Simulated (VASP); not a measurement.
# Li2H7 (C2/m) in VASP: a series of runs, part 2 of 2

VASP 6.6.1.

## (3) Single point, PBE

Contents of INCAR:

```
SYSTEM = Li2H7
PREC = Accurate ; ENCUT = 520
EDIFF = 1E-6 ; ISMEAR = 0
SIGMA = 0.1 ; LREAL = .False.
LASPH = .True. ; NELM = 100
ALGO = Normal ; ISIF = 2
LWAVE = .False. ; LCHARG = .False.
GGA = PE ; NBANDS = 16
```

Contents of KPOINTS:

```
regular mesh
0
Gamma
  6 6 4
  0 0 0
```

Contents of POSCAR:

```
Li2H7
1.0
    2.2225643782     -2.4849615868      0.0654692098
    2.2225643782      2.4849615868      0.0654692098
   -1.4787273810      0.0000000000      5.3481460421
Li H
2 7
Direct
    0.9735708745      0.9735708745      0.2907796325
    0.0264291255      0.0264291255      0.7092203675
    0.5000000000      0.0000000000      0.5000000000
    0.0000000000      0.5000000000      0.5000000000
    0.6454762564      0.8124550020      0.9475024412
    0.8124550020      0.6454762564      0.9475024412
    0.3545237436      0.1875449980      0.0524975588
    0.1875449980      0.3545237436      0.0524975588
    0.5000000000      0.5000000000      0.5000000000
```

Potentials or basis: VASP PAW PBE potentials, release 64 (Li_sv, H).

The run is started by

```bash
> cat potpaw_PBE.64/Li_sv/POTCAR potpaw_PBE.64/H/POTCAR > POTCAR
> mpirun -np 1 vasp_std > vasp.out
```

Run time: 19 s. Hardware: 1 thread of Intel Xeon 6975P-C (Granite Rapids), shared host; peak memory 0.17 GiB.

The run converged. Its results:

```
Free energy   : -25.1344 eV
Largest force : 0.011 eV/Å
```

Forces on the atoms (eV/Å):
```
Li   0.006  0.000 -0.005
Li  -0.006  0.000  0.005
H    0.000  0.000  0.000
H    0.000  0.000  0.000
H    0.010  0.001  0.003
H    0.010 -0.001  0.003
H   -0.010 -0.001 -0.003
H   -0.010  0.001 -0.003
H    0.000  0.000  0.000
```

Levels at points of the mesh, in eV from the Fermi level:
```
           k point  band 4  band 5  band 6  band 7  band 8  band 9
(0.00, 0.00, 0.00)   -8.33   -6.43    0.08    0.69    2.68    3.50
(0.50, 0.00, 0.00)   -9.35   -6.21   -4.43    1.80    1.87    3.09
(0.50, 0.50, 0.00)   -8.59   -4.94   -3.23   -3.05   -1.23    1.60
(0.00, 0.00, 0.50)   -8.89   -6.01    0.13    2.34    2.98    3.63
(0.50, 0.00, 0.50)   -9.35   -6.58   -4.51    2.52    2.78    2.94
(0.50, 0.50, 0.50)   -8.53   -4.52   -3.33   -3.26   -2.51    2.43
```

Caveat: the cutoff is under 1.25 times the usual one of these potentials, so pressure, stress and relaxed cells hold a basis-set (Pulay) error.

## (4) Single point, PBE

This run uses another cell than the first one, of 8.77 Å³/atom, 1.325 times its volume.

Contents of INCAR:

```
PREC = Accurate
ENCUT = 520
EDIFF = 1E-6
ISMEAR = 0
SIGMA = 0.1
LREAL = False
LASPH = True
NELM = 100
ALGO = Normal
ISIF = 2
LWAVE = False
LCHARG = False
GGA = PE
NBANDS = 16
```

Contents of KPOINTS:

```
Automatic mesh
0
Gamma
  6 6 4
```

Contents of POSCAR:

```
Li2H7
1.0
    2.0550098600     -3.6245934500      0.0000000000
    2.0550098600      3.6245934500      0.0000000000
   -1.5233413700      0.0000000000      5.2990545900
Li H
2 7
Direct
    0.8996499900      0.8996499900      0.2318580100
    0.1003500100      0.1003500100      0.7681419900
    0.5000000000      0.0000000000      0.5000000000
    0.0000000000      0.5000000000      0.5000000000
    0.4551000000      0.7911530400      0.8450639900
    0.7911530400      0.4551000000      0.8450639900
    0.5449000000      0.2088469600      0.1549360100
    0.2088469600      0.5449000000      0.1549360100
    0.5000000000      0.5000000000      0.5000000000
```

The run is started by

```bash
> cat potpaw_PBE.64/Li_sv/POTCAR potpaw_PBE.64/H/POTCAR > POTCAR
> mpirun -np 1 vasp_std > vasp.out
```

Wall time 21 s (1 thread of Intel Xeon 6975P-C (Granite Rapids), shared host); peak memory 0.2 GiB.

The run converged. Its results:

* Free energy: -18.8947 eV
* Largest force: 0.287 eV/Å

Forces on the atoms (eV/Å):
```
Li  -0.207  0.000 -0.199
Li   0.207  0.000  0.199
H    0.000  0.000  0.000
H    0.000  0.000  0.000
H    0.005 -0.077  0.070
H    0.005  0.077  0.070
H   -0.005  0.077 -0.070
H   -0.005 -0.077 -0.070
H    0.000  0.000  0.000
```

Levels at points of the mesh, in eV from the Fermi level:
| k point | band 4 | band 5 | band 6 | band 7 | band 8 | band 9 |
| --- | --- | --- | --- | --- | --- | --- |
| (0.00, 0.00, 0.00) | -3.33 | -2.04 | 0.94 | 0.98 | 1.12 | 1.41 |
| (0.50, 0.00, 0.00) | -4.01 | -2.23 | -1.71 | 0.16 | 0.52 | 0.74 |
| (0.50, 0.50, 0.00) | -3.84 | -1.54 | -0.78 | -0.70 | -0.21 | 0.58 |
| (0.00, 0.00, 0.50) | -5.68 | 0.73 | 0.82 | 1.11 | 1.16 | 1.49 |
| (0.50, 0.00, 0.50) | -4.08 | -2.99 | -2.22 | 0.29 | 1.01 | 1.43 |
| (0.50, 0.50, 0.50) | -4.35 | -3.48 | -2.06 | 0.44 | 0.71 | 2.09 |

Caveat: the cutoff is under 1.25 times the usual one of these potentials, so pressure, stress and relaxed cells hold a basis-set (Pulay) error.

## (5) Single point, PBE

This run uses another cell than the first one, of 7.10 Å³/atom, 1.073 times its volume.

Contents of INCAR:

```
PREC = Accurate ; ENCUT = 520
EDIFF = 1E-6 ; ISMEAR = 0
SIGMA = 0.1 ; LREAL = F
LASPH = T ; NELM = 100
ALGO = Normal ; ISIF = 2
LWAVE = F ; LCHARG = F
GGA = PE ; NBANDS = 16
```

Contents of KPOINTS:

```
regular mesh
0
Gamma
  12 12 8
```

Contents of POSCAR:

```
Li2H7
1.0
    2.3435794174     -2.5382020174     -0.0318457815
    2.3435794174      2.5382020174     -0.0318457815
   -1.4691054894      0.0000000000      5.3920852373
Li H
2 7
Direct
    1.0346209260      1.0346209260      0.2999463481
   -0.0346209260     -0.0346209260      0.7000536519
    0.5000000000      0.0000000000      0.5000000000
    0.0000000000      0.5000000000      0.5000000000
    0.6535369568      0.8142331364      0.9627747745
    0.8142331364      0.6535369568      0.9627747745
    0.3464630432      0.1857668636      0.0372252255
    0.1857668636      0.3464630432      0.0372252255
    0.5000000000      0.5000000000      0.5000000000
```

The run is started by

```bash
> cat potpaw_PBE.64/Li_sv/POTCAR potpaw_PBE.64/H/POTCAR > POTCAR
> mpirun -np 1 vasp_std > vasp.out
```

Wall time 5 min (1 thread of AMD EPYC 9R45 (Zen 5), shared host); peak memory 0.31 GiB.

Results (log left out):

| Quantity | Value |
| --- | --- |
| Free energy | -25.1166 eV |
| Largest force | 0.006 eV/Å |

Forces in eV/Å, atoms in the order of the input:
```
Li  -0.001  0.000 -0.004
Li   0.001  0.000  0.004
H    0.000  0.000  0.000
H    0.000  0.000  0.000
H   -0.001 -0.005 -0.001
H   -0.001  0.005 -0.001
H    0.001  0.005  0.001
H    0.001 -0.005  0.001
H    0.000  0.000  0.000
```

Levels at points of the mesh, in eV from the Fermi level:
```csv
k point,band 2,band 3,band 4,band 5,band 6,band 7,band 8,band 9,band 10,band 11
"(0.00, 0.00, 0.00)",-47.25,-11.53,-7.68,-6.61,-0.28,0.63,2.45,2.85,5.53,6.52
"(0.50, 0.00, 0.00)",-47.25,-9.43,-9.37,-5.84,-4.09,1.77,2.38,3.20,3.85,4.99
"(0.50, 0.50, 0.00)",-47.25,-8.87,-8.57,-4.52,-3.15,-2.88,-0.83,1.45,2.92,3.86
"(0.00, 0.00, 0.50)",-47.25,-11.43,-8.19,-6.34,-0.28,2.20,3.02,3.17,3.86,5.52
"(0.50, 0.00, 0.50)",-47.25,-9.41,-9.26,-6.20,-4.13,2.33,2.89,3.01,4.20,6.00
"(0.50, 0.50, 0.50)",-47.25,-8.89,-8.53,-4.11,-3.12,-3.12,-2.08,2.23,2.68,5.96
```

Caveat: the cutoff is under 1.25 times the usual one of these potentials, so pressure, stress and relaxed cells hold a basis-set (Pulay) error.

## (6) The runs side by side

| task | cell | k mesh | cutoff (eV) | gap on the mesh (eV) | largest force (eV/Å) |
| --- | --- | --- | --- | --- | --- |
| relaxation of cell and atoms | relaxed from a = 3.335, b = 3.335, c = 5.549 Å, angles 99.1, 99.1, 96.4°, 9 atoms | 12 × 12 × 8 | 600 | none | 0.01 |
| single point | a = 3.335, b = 3.335, c = 5.549 Å, angles 99.1, 99.1, 96.4°, 9 atoms | 6 × 6 × 4 | 520 | none | 0.01 |
| single point | a = 4.167, b = 4.167, c = 5.514 Å, angles 97.8, 97.8, 120.9°, 9 atoms | 6 × 6 × 4 | 520 | none | 0.29 |
| single point | a = 3.455, b = 3.455, c = 5.589 Å, angles 100.8, 100.8, 94.6°, 9 atoms | 12 × 12 × 8 | 520 | none | 0.01 |

Alike in all rows: level PBE; potentials or basis VASP PAW PBE potentials, release 64 (Li_sv, H); no spin polarisation; smearing gaussian 0.1 eV.

Caveats: the cutoff is under 1.25 times the usual one of these potentials, so pressure, stress and relaxed cells hold a basis-set (Pulay) error.

Total energies depend on the potentials used, so only differences within one code and one set of settings carry meaning.
